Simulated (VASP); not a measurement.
# Cu (P6/mmm) in VASP: further runs

The runs below take Cu through relaxation of cell and atoms, with PBE.

Program: VASP 6.6.1. These are calculated values, not measurements. Logs are shortened: lines on timing, memory, paths and dates and some standing lists are left out, and cuts for length are marked.

### Step 1. The cell of the first run

Symmetry: P6/mmm, No. 191, hexagonal system. The conventional cell has a = 2.071 Å, b = 2.071 Å, c = 1.947 Å, α = 90.00°, β = 90.00°, γ = 120.00°. Within 2.6 Å of Cu (site symmetry 6/mmm) lie 8 Cu at 1.95 to 2.07 Å.

This isn't the form of Cu at room conditions, which is fcc.

### Step 2. Relaxation of cell and atoms, PBE, target pressure 260 GPa, at which the enthalpy is minimised

Contents of INCAR:

```
PREC     = Accurate       # precision mode
ENCUT    = 600            # plane-wave cutoff, eV
EDIFF    = 1E-6           # SCF threshold, eV
ISMEAR   = -1             # smearing method
SIGMA    = 0.1            # smearing width, eV
LREAL    = F              # projectors in reciprocal space
LASPH    = T              # aspherical terms in the spheres
NELM     = 100            # most SCF steps
ALGO     = Normal         # electronic algorithm
ISIF     = 3              # what is computed and relaxed
LWAVE    = F              # write WAVECAR
LCHARG   = F              # write CHGCAR
GGA      = PE             # functional
IBRION   = 2              # ionic algorithm
NSW      = 60             # ionic steps
EDIFFG   = -0.005         # ionic threshold
PSTRESS  = 2600.0
```

Contents of KPOINTS:

```
Automatic mesh
0
Gamma
  21 21 19
```

Contents of POSCAR:

```
Cu
1.0
    2.0713362808      0.0000000000      0.0000000000
   -1.0356681404      1.7938298390      0.0000000000
    0.0000000000      0.0000000000      1.9470561040
Cu
1
Direct
    0.0000000000      0.0000000000      0.0000000000
```

Potentials or basis: VASP PAW PBE potentials, release 64 (Cu).

Started as:

```sh
> cat potpaw_PBE.64/Cu/POTCAR > POTCAR
> mpirun -np 1 vasp_std > vasp.out
```

OUTCAR:

```text
PREC = Accurate
   ENCUT = 600
   EDIFF = 1E-6
   ISMEAR = -1
   LREAL = F
   LASPH = T
   NELM = 100
   ISIF = 3
   GGA = PE
   IBRION = 2
   NSW = 60
   EDIFFG = -0.005
   PSTRESS = 2600.0

 ion  position               nearest neighbor table
   1  0.000  0.000  0.000-

  LATTYP: Found a hexagonal cell.
 ALAT       =     2.0713362808
 C/A-ratio  =     0.9400000000

  Lattice vectors:

 A1 = (   2.0713362808,   0.0000000000,   0.0000000000)
 A2 = (  -1.0356681404,   1.7938298390,   0.0000000000)
 A3 = (   0.0000000000,   0.0000000000,   1.9470561040)

Analysis of symmetry for initial positions (statically):
=====================================================================
 Subroutine PRICEL returns:
 Original cell was already a primitive cell.

 Routine SETGRP: Setting up the symmetry group for a
 hexagonal supercell.

 Subroutine GETGRP returns: Found 24 space group operations
 (whereof 24 operations were pure point group operations)
 out of a pool of 24 trial point group operations.

The static configuration has the point symmetry D_6h.

Analysis of symmetry for dynamics (positions and initial velocities):
=====================================================================
 Subroutine PRICEL returns:
 Original cell was already a primitive cell.

 Routine SETGRP: Setting up the symmetry group for a
 hexagonal supercell.

 Subroutine GETGRP returns: Found 24 space group operations
 (whereof 24 operations were pure point group operations)
 out of a pool of 24 trial point group operations.

The dynamic configuration has the point symmetry D_6h.

 Subroutine INISYM returns: Found 24 space group operations
 (whereof 24 operations are pure point group operations),
 and found     1 'primitive' translations

----------------------------------------------------------------------------------------

                                     Primitive cell

  volume of cell :       7.2345

  direct lattice vectors                    reciprocal lattice vectors
     2.071336281  0.000000000  0.000000000     0.482780131  0.278733238  0.000000000
    -1.035668140  1.793829839  0.000000000     0.000000000  0.557466477  0.000000000
     0.000000000  0.000000000  1.947056104     0.000000000  0.000000000  0.513595884

  length of vectors
     2.071336281  2.071336281  1.947056104     0.557466477  0.557466477  0.513595884

  position of ions in fractional coordinates (direct lattice)
     0.000000000  0.000000000  0.000000000

  ion indices of the primitive-cell ions
   primitive index   ion index
                 1           1

----------------------------------------------------------------------------------------

 KPOINTS: Automatic mesh

Automatic generation of k-mesh.
 Grid dimensions read from file:
 generate k-points for:   21   21   19

 Generating k-lattice:

  Cartesian coordinates                     Fractional coordinates (reciprocal lattice)
     0.022989530  0.013273011  0.000000000     0.047619048 -0.000000000  0.000000000
     0.000000000  0.026546023  0.000000000     0.000000000  0.047619048  0.000000000
     0.000000000  0.000000000  0.027031362     0.000000000  0.000000000  0.052631579

  Length of vectors
     0.026546023  0.026546023  0.027031362

  Shift w.r.t. Gamma in fractional coordinates (k-lattice)
     0.000000000  0.000000000  0.000000000

 Subroutine IBZKPT returns following result:
 ===========================================

 Found    480 irreducible k-points:

 Following reciprocal coordinates:
            Coordinates               Weight
  0.000000  0.000000  0.000000      1.000000
  0.047619  0.000000  0.000000      6.000000
  0.095238  0.000000  0.000000      6.000000
  0.142857  0.000000  0.000000      6.000000
  0.190476  0.000000  0.000000      6.000000
  0.238095 -0.000000  0.000000      6.000000
[... 16 lines left out ...]
  0.142857  0.095238  0.000000     12.000000
  0.190476  0.095238  0.000000     12.000000
 [... further k-points ...]
   k-points           NKPTS =    480   k-points in BZ     NKDIM =    480   number of bands    NBANDS=      9
   number of dos      NEDOS =    301   number of ions     NIONS =      1
   total plane-waves  NPLWV =   5184
   dimension x,y,z NGX =    18 NGY =   18 NGZ =   16
   dimension x,y,z NGXF=    36 NGYF=   36 NGZF=   32
   ions per type =               1
   NGX,Y,Z   is equivalent  to a cutoff of  14.45, 14.45, 13.66 a.u.
   NGXF,Y,Z  is equivalent  to a cutoff of  28.89, 28.89, 27.32 a.u.
 SYSTEM =  unknown system
   PREC   = accura    normal or accurate (medium, high low for compatibility)
   ISTART =      0    job   : 0-new  1-cont  2-samecut
   ICHARG =      2    charge: 1-file 2-atom 10-const
   ISPIN  =      1    spin polarized calculation?
   LNONCOLLINEAR =      F non collinear calculations
   LSORBIT =      F    spin-orbit coupling
   LASPH  =      T    aspherical Exc in radial PAW
   ENCUT  =  600.0 eV  44.10 Ry    6.64 a.u.   4.14  4.14  3.89*2*pi/ulx,y,z
   NELM   =    100;   NELMIN=  2; NELMDL= -5     # of ELM steps
   EDIFF  = 0.1E-05   stopping-criterion for ELM
   LREAL  =      F    real-space projection
   EDIFFG = -.5E-02   stopping-criterion for IOM
   NSW    =     60    number of steps for IOM
   IBRION =      2    ionic relax: 0-MD 1-quasi-New 2-CG
   NFREE  =      1    steps in history (QN), initial steepest desc. (CG)
   ISIF   =      3    stress and relaxation
   ISYM   =      2    0-nonsym 1-usesym 2-fastsym
   POTIM  = 0.5000    time-step for ionic-motion
   TEBEG  =    0.0;   TEEND  =   0.0 temperature during run
   PSTRESS= 2600.0 pullay stress
   NELECT =      11.0000    total number of electrons
   NUPDOWN=      -1.0000    fix difference up-down
   EMIN   =  10.00;   EMAX   =-10.00  energy-range for DOS
   EFERMI =   0.00;   METHOD = LEGACY
   ISMEAR =    -1;   SIGMA  =   0.10  broadening in eV -4-tet -1-fermi 0-gaus
   EFERMI_NEDOS =   21; number of points for ismear=-14 and -15
   IALGO  =     38    algorithm
   IMIX   =      4    mixing-type and parameters
     AMIX     =   0.40;   BMIX     =  1.00
     AMIX_MAG =   1.60;   BMIX_MAG =  1.00
  volume/ion in A,a.u.               =       7.23        48.82
  Fermi-wavevector in a.u.,A,eV,Ry     =   1.882503  3.557414 48.216552  3.543817
  Thomas-Fermi vector in A             =   2.925646
   LORBIT       =      0    0 simple, 1 ext, 2 COOP (PROOUT), +10 PAW based schemes
   GGA     = PE    functional components
   LHFCALC =     F    Hartree Fock is set to
   AEXX    =    0.0000 exact exchange contribution
   IVDW    =     0    specifies the selected vdW correction
   LEPSILON=     F    determine dielectric tensor
   LRPA    =     F    only Hartree local field effects (RPA)
 conjugate gradient relaxation of ions
 non-spin polarized calculation
  energy-cutoff  :      600.00
  volume of cell :        7.23
 maximum number of plane-waves:       252
 NGX is ok and might be reduce to    18
   NGX =  9   NGY =  9   NGZ =  7

--------------------------------------- Ionic step        1  -------------------------------------------

 number of electron      10.9999999 magnetization

 Free energy of the ion-electron system (eV)
  ---------------------------------------------------
  ext. energy  EPLUGINS =         0.00000000
  ---------------------------------------------------
  free energy    TOTEN  =        -0.44013509 eV

  energy without entropy =       -0.43348391  energy(sigma->0) =       -0.43680950

------------------------ aborting loop because EDIFF is reached ----------------------------------------

  FORCE on cell =-STRESS in cart. coord.  units (eV):
  Direction    XX          YY          ZZ          XY          YZ          ZX
  --------------------------------------------------------------------------------------
  -------------------------------------------------------------------------------------
  Total       12.8141354     12.8141354     14.4452197      0.0000000      0.0000000      0.0000000
  in kB     2837.8508670   2837.8508671   3199.0749261      0.0000000      0.0000000      0.0000000
  external PRESSURE =     358.2588867 kB  Pullay stress =    2600.0000000 kB
[... 170 lines left out ...]
  enthalpy is  TOTEN    =        11.2768383861 eV   P V=       12.0203257040

--------------------------------------- Ionic step        6  -------------------------------------------

 number of electron      11.0000003 magnetization

 Free energy of the ion-electron system (eV)
  ---------------------------------------------------
  ext. energy  EPLUGINS =         0.00000000
  ---------------------------------------------------
  free energy    TOTEN  =        -0.84123392 eV

  energy without entropy =       -0.83446089  energy(sigma->0) =       -0.83784741

 E-fermi :  15.0808     XC(G=0): -15.5746

 val. band max:       15.0695845527   @ k =   0.4286   0.0000   0.2105
 cond. band min:      15.0903613847   @ k =   0.2381  -0.0000   0.4211
 fundamental gap:      0.0207768320
 Fermi energy:        15.0808309185

 k-point     1 :       0.0000    0.0000    0.0000
  band No.  band energies     occupation
      1       1.6055      2.00000
      2       7.2683      2.00000
      3       9.9623      2.00000
      4       9.9623      2.00000
      5      13.0917      2.00000
      6      13.0917      2.00000
      7      38.7129      0.00000
      8      41.3649      0.00000
      9      45.5338      0.00000
[... 265 lines left out ...]
 k-point    24 :       0.1905    0.0952    0.0000
  band No.  band energies     occupation
      1       4.5176      2.00000
      2       7.9597      2.00000
      3       8.9030      2.00000
      4      11.6842      2.00000
      5      12.1008      2.00000
      6      12.8546      2.00000
      7      32.4258      0.00000
      8      36.6361      0.00000
      9      42.9516      0.00000

 [... further k-points ...]
[... 5 lines left out ...]
  --------------------------------------------------------------------------------------
  -------------------------------------------------------------------------------------
  Total       12.1063020     12.1063020     12.1047074      0.0000000     -0.0000000      0.0000000
  in kB     2599.6153119   2599.6153121   2599.2729054      0.0000000     -0.0000000      0.0000000
  external PRESSURE =      -0.4988235 kB  Pullay stress =    2600.0000000 kB
[... 16 lines left out ...]
  FREE ENERGIE OF THE ION-ELECTRON SYSTEM (eV)
  ---------------------------------------------------
  free  energy   TOTEN  =        -0.8412339241 eV

  energy  without entropy=       -0.8344608900  energy(sigma->0) =       -0.83784741

  enthalpy is  TOTEN    =        11.2668595344 eV   P V=       12.1080934585

 reached required accuracy - stopping structural energy minimisation
```

Run time: 2.6 min. Hardware: 1 thread of Intel Xeon 8259CL, shared host; peak memory 0.17 GiB.

Results:

```
Free energy                                                : -0.8412 eV
Relaxed volume                                             : 7.46 Å³/atom
Relaxed cell                                               : a = 2.081 Å, b = 2.081 Å, c = 1.989 Å, α = 90.00°, β = 90.00°, γ = 120.00°
Space group after relaxing (to 0.1 Å)                      : P6/mmm (No. 191)
Energy change on relaxing (the run minimises the enthalpy) : -401.1 meV/atom
Ionic steps                                                : 6
Pressure after relaxing                                    : 260.0 GPa
Band gap on the k mesh                                     : zero (an odd number of electrons rules out a gap without spin polarisation)
```

The path:
```csv
step,energy change (eV),largest force (eV/Å),pressure (GPa),volume (Å³)
1,0.0000,0.0000,295.83,7.23
2,-2.0502,0.0000,109.19,9.05
3,-0.4825,0.0000,252.43,7.51
4,-0.4279,0.0000,257.44,7.48
5,-0.3034,0.0000,268.67,7.41
6,-0.4011,0.0000,259.95,7.46
```

Final structure:
```
Cu
1.0
     2.08136    0.00000    0.00000
    -1.04068    1.80251    0.00000
     0.00000    0.00000    1.98878
Cu
1
Direct
  0.00000 0.00000 0.00000
```

Levels at points of the mesh, in eV from the Fermi level:
| k point | band 3 | band 4 | band 5 | band 6 | band 7 | band 8 | band 9 |
| --- | --- | --- | --- | --- | --- | --- | --- |
| (0.00, 0.00, 0.00) | -5.12 | -5.12 | -1.99 | -1.99 | 23.63 | 26.28 | 30.45 |

Caveat: the cell is relaxed towards a set pressure, so the run minimises the enthalpy, not the energy.

### Step 3. Relaxation of cell and atoms, PBE, target pressure 260 GPa, at which the enthalpy is minimised

This run uses another cell than the first one, of 7.45 Å³/atom.

Contents of INCAR:

```
SYSTEM = Cu
PREC = Accurate
ENCUT = 600
EDIFF = 1E-6
ISMEAR = -1
SIGMA = 0.1
LREAL = .False.
LASPH = .True.
NELM = 80
ALGO = Normal
ISIF = 3
LWAVE = .False.
LCHARG = .False.
GGA = PE
IBRION = 2
NSW = 32
EDIFFG = -0.005
PSTRESS = 2600.0
```

Contents of KPOINTS:

```
Automatic mesh
0
Gamma
  21 21 19
  0 0 0
```

Contents of POSCAR:

```
Cu
1.0
    2.0798296504      0.0000000000      0.0000000000
   -1.0399148252      1.8011853128      0.0000000000
    0.0000000000      0.0000000000      1.9881081922
Cu
1
Direct
    0.0000000000      0.0000000000      0.0000000000
```

Potentials or basis: VASP PAW PBE potentials, release 64 (Cu).

Started as:

```sh
> cat potpaw_PBE.64/Cu/POTCAR > POTCAR
> mpirun -np 1 vasp_std > vasp.out
```

It took 2.9 min on 1 thread of Intel Xeon 8259CL, shared host; peak memory 0.17 GiB.

Results (log left out):

```yaml
Free_energy: -0.8411 eV
Relaxed_volume: 7.46 Å³/atom
Relaxed_cell: a = 2.081 Å, b = 2.081 Å, c = 1.989 Å, α = 90.00°, β = 90.00°, γ = 120.00°
Space_group_after_relaxing_to_0.1_Å: P6/mmm (No. 191)
Energy_change_on_relaxing_the_run_minimises_the_enthalpy: -21.7 meV/atom
Ionic_steps: 13
Pressure_after_relaxing: 260.0 GPa
Band_gap_on_the_k_mesh: zero (an odd number of electrons rules out a gap without spin polarisation)
```

Stress tensor (GPa, compression positive):
```
260.03   0.00   0.00
  0.00 260.03   0.00
  0.00   0.00 259.92
```

Step by step:
```csv
step,energy change (eV),largest force (eV/Å),pressure (GPa),volume (Å³)
1,0.0000,0.0000,261.91,7.45
2,-0.1530,0.0000,247.99,7.54
3,-0.0210,0.0000,259.96,7.46
4,-0.0206,0.0000,260.29,7.46
5,-0.0230,0.0000,259.80,7.46
6,-0.0218,0.0000,259.89,7.46
7,-0.0213,0.0000,260.27,7.46
8,-0.0231,0.0000,259.64,7.46
9,-0.0221,0.0000,259.98,7.46
10,-0.0220,0.0000,259.94,7.46
11,-0.0216,0.0000,260.15,7.46
12,-0.0219,0.0000,259.79,7.46
13,-0.0217,0.0000,259.99,7.46
```

Final structure:
```xyz
1
Lattice="2.0813 0.0000 0.0000 -1.0407 1.8025 0.0000 0.0000 0.0000 1.9888" Properties=species:S:1:pos:R:3 pbc="T T T"
Cu    0.0000    0.0000    1.9888
```

Levels at points of the mesh, in eV from the Fermi level:
```
           k point  band 4  band 5  band 6  band 7  band 8  band 9
(0.00, 0.00, 0.00)   -5.12   -1.99   -1.99   23.63   26.29   30.45
```

Caveat: the cell is relaxed towards a set pressure, so the run minimises the enthalpy, not the energy.
